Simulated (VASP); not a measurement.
Wanted: the native input for a VASP 6.6.1 run.

| Quantity | Value |
| --- | --- |
| Task | single point |
| Functional | PBEsol |
| Dispersion | D3(BJ) |
| Potentials or basis | VASP PAW PBE potentials, release 64 (Hf_pv) |
| Cutoff | 500 eV |
| k mesh | 18 × 18 × 18 |
| Occupations | gaussian, width 0.1 eV |
| Spin | no spin polarisation |
| Dipole correction | no |
| Further INCAR settings | ALGO = Normal; EDIFF = 1e-06; NBANDS = 11 |

The structure of Hf lies in POSCAR:

```
Hf
1.0
   -1.6695393103      1.6695393103      1.6695393103
    1.6695393103     -1.6695393103      1.6695393103
    1.6695393103      1.6695393103     -1.6695393103
Hf
1
Direct
    0.0000000000      0.0000000000      0.0000000000
```

One way to write it, as run:

INCAR

```
SYSTEM = Hf
PREC     = Accurate       ! precision mode
ENCUT    = 500            ! plane-wave cutoff, eV
EDIFF    = 1E-6           ! SCF threshold, eV
ISMEAR   = 0              ! smearing method
SIGMA    = 0.1            ! smearing width, eV
LREAL    = .False.        ! projectors in reciprocal space
LASPH    = .True.         ! aspherical terms in the spheres
NELM     = 120            ! most SCF steps
ALGO     = Normal         ! electronic algorithm
ISIF     = 2              ! what is computed and relaxed
LWAVE    = .False.        ! write WAVECAR
LCHARG   = .True.         ! write CHGCAR
GGA      = PS             ! functional
IVDW     = 12             ! dispersion correction
LELF     = .True.         ! ELF
LVHAR    = .True.       
NBANDS   = 11             ! bands
GGA_COMPAT= .False.
```

KPOINTS

```
Automatic mesh
0
Gamma
  18 18 18
  0 0 0
```

Potentials or basis: VASP PAW PBE potentials, release 64 (Hf_pv).

Launch:

```console
$ cat potpaw_PBE.64/Hf_pv/POTCAR > POTCAR
$ mpirun -np 1 vasp_std > vasp.out
```

Results of the run:

| Quantity | Value |
| --- | --- |
| Pressure | 11.7 GPa |
| Band gap on the k mesh | zero (band 5 reaches 7.35 eV, above the bottom of band 6 at 4.86 eV) |
| Dispersion energy per atom | -0.617 eV |

Caveat: the PAW data sets were made with another functional, which shifts forces and pressure a little; spin-orbit coupling is left out, which moves the levels of the heavy elements; pairwise dispersion overbinds metals, which lowers pressure and volume.

Run time: 21 s on 1 thread of Intel Xeon 6975P-C, on a shared host, peak memory 0.17 GiB.
